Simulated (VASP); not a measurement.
A run of VASP 6.6.1 is set up as follows.

The input INCAR:

```
  PREC = Accurate
  ENCUT = 520
  EDIFF = 1E-6
  ISMEAR = 0
  SIGMA = 0.05
  LREAL = Auto
  LASPH = T
  NELM = 150
  ALGO = Normal
  ISIF = 2
  LWAVE = F
  LCHARG = F
  ISPIN = 2
  MAGMOM = 0 0 0 0 0 0 0 0 0 0 0 0 0 0 0 0
  LORBIT = 11
  NUPDOWN = 0.0
  LMAXMIX = 4
  LDAU = T
  LDAUTYPE = 2
  LDAUL = 2 -1 -1
  LDAUU = 3 0 0
  LDAUJ = 0 0 0
  LDAUPRINT = 1
  GGA = PS
  NBANDS = 83
```

Contents of KPOINTS:

```
regular mesh
0
Gamma
  3 3 3
```

The input POSCAR:

```
Ca7TiO8
1.0
    0.0000000000      4.8150000000      4.8150000000
    4.8150000000      0.0000000000      4.8150000000
    4.8150000000      4.8150000000      0.0000000000
Ti Ca O
1 7 8
Direct
    0.0000000000      0.0000000000      1.0000000000
    0.0000000000      0.0000000000      0.5000000000
    0.0000000000      0.5000000000      0.0000000000
    0.0000000000      0.5000000000      0.5000000000
    0.5000000000      0.0000000000      0.0000000000
    0.5000000000      0.0000000000      0.5000000000
    0.5000000000      0.5000000000      0.0000000000
    0.5000000000      0.5000000000      0.5000000000
    0.2500000000      0.2500000000      0.2500000000
    0.2443079411      0.2443079411      0.7556920589
    0.2443079411      0.7556920589      0.2443079411
    0.2443079411      0.7556920589      0.7556920589
    0.7556920589      0.2443079411      0.2443079411
    0.7556920589      0.2443079411      0.7556920589
    0.7556920589      0.7556920589      0.2443079411
    0.7500000000      0.7500000000      0.7500000000
```

Potentials or basis: VASP PAW PBE potentials, release 64 (Ti_sv, Ca_sv, O).

Launch:

```sh
$ cat potpaw_PBE.64/Ti_sv/POTCAR potpaw_PBE.64/Ca_sv/POTCAR potpaw_PBE.64/O/POTCAR > POTCAR
$ mpirun -np 1 vasp_std > vasp.out
```

Problem. Predict the largest force.

Solution. 0.490 eV/Å.

Problem. Estimate the pressure.

Solution. -7.9 GPa.

Forces in eV/Å, atoms in the order of the input:
```
Ti   0.000  0.000  0.000
Ca   0.000  0.000  0.000
Ca   0.000  0.000  0.000
Ca   0.000  0.000  0.000
Ca   0.000  0.000  0.000
Ca   0.000  0.000  0.000
Ca   0.000  0.000  0.000
Ca   0.000  0.000  0.000
O    0.000  0.000  0.000
O    0.000  0.000 -0.490
O    0.000 -0.490  0.000
O    0.490  0.000  0.000
O   -0.490  0.000  0.000
O    0.000  0.490  0.000
O    0.000  0.000  0.490
O    0.000  0.000  0.000
```

Caveat: the k points lie up to 0.38 Å⁻¹ apart; the PAW data sets were made with another functional, which shifts forces and pressure a little; the total moment is fixed, so each spin has its own Fermi level.
